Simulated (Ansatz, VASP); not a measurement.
SnTe in VASP and in Ansatz

INCAR

```
SYSTEM = SnTe
ALGO     = Normal         ! electronic algorithm
EDIFF    = 1E-6           ! SCF threshold, eV
ENCUT    = 500            ! plane-wave cutoff, eV
GGA      = PE             ! functional
GGA_COMPAT= .False.      
ISIF     = 2              ! what is computed and relaxed
ISMEAR   = 1              ! smearing method
LASPH    = .True.         ! aspherical terms in the spheres
LCHARG   = .True.         ! write CHGCAR
LELF     = .True.         ! ELF
LREAL    = .False.        ! projectors in reciprocal space
LVHAR    = .True.       
LWAVE    = .False.        ! write WAVECAR
NBANDS   = 17             ! bands
NELM     = 120            ! most SCF steps
PREC     = Accurate       ! precision mode
SIGMA    = 0.1            ! smearing width, eV
```

Contents of KPOINTS:

```
k-points
0
Gamma
  12 12 12
  0 0 0
```

The input POSCAR:

```
SnTe
1.0
    3.8660825170      0.0000000000      0.0000000000
    0.0000000000      3.8660825170      0.0000000000
    0.0000000000      0.0000000000      3.8660825170
Sn Te
1 1
Direct
    0.0000000000      0.0000000000      0.0000000000
    0.5000000000      0.5000000000      0.5000000000
```

Input for Ansatz:

```yaml
crystal:
  lattice:
    - [3.866082517, 0.0, 0.0]
    - [0.0, 3.866082517, 0.0]
    - [0.0, 0.0, 3.866082517]
  atoms:
    - { symbol: Sn, position: [0.0, 0.0, 0.0] }
    - { symbol: Te, position: [0.5, 0.5, 0.5] }
kpoints:
  mp_grid: { grid: [12, 12, 12] }
hamiltonian:
  xc: pbe
scf:
  occupations: { method: methfessel_paxton, width: 0.025 }
output:
  forces: true
  eigenvalues: true
  stress: true
```

Alike in both runs: task single point; functional PBE; k mesh 12 × 12 × 12; no spin polarisation.

|  | VASP | Ansatz |
| --- | --- | --- |
| version | VASP 6.6.1 | Ansatz 0.2.0 |
| potentials or method | VASP PAW PBE potentials, release 64 (Sn_d, Te) | scalar-relativistic, plane waves, PAW |
| plane-wave cutoff (eV) | 500 | 420 |
| occupations | methfessel-paxton of order 1, width 0.1 eV | methfessel-paxton of order 1, width 0.025 eV |
| valence electrons in the cell | 20 | 30 |

Ansatz gave:

| Property | Result |
| --- | --- |
| gap on the k mesh at the Fermi level (eV) | none |
| pressure (GPa) | 1.0 |

Q: What did VASP give for the same quantities?

A: gap on the k mesh at the Fermi level (eV): none; pressure (GPa): 0.9.

A gap of «none» marks a metal or a gap that the smearing closes. VASP's potentials hold 20 valence electrons a cell and Ansatz's 30, so a difference there can come from the potentials and not from the codes.

Spin-orbit coupling is off throughout.
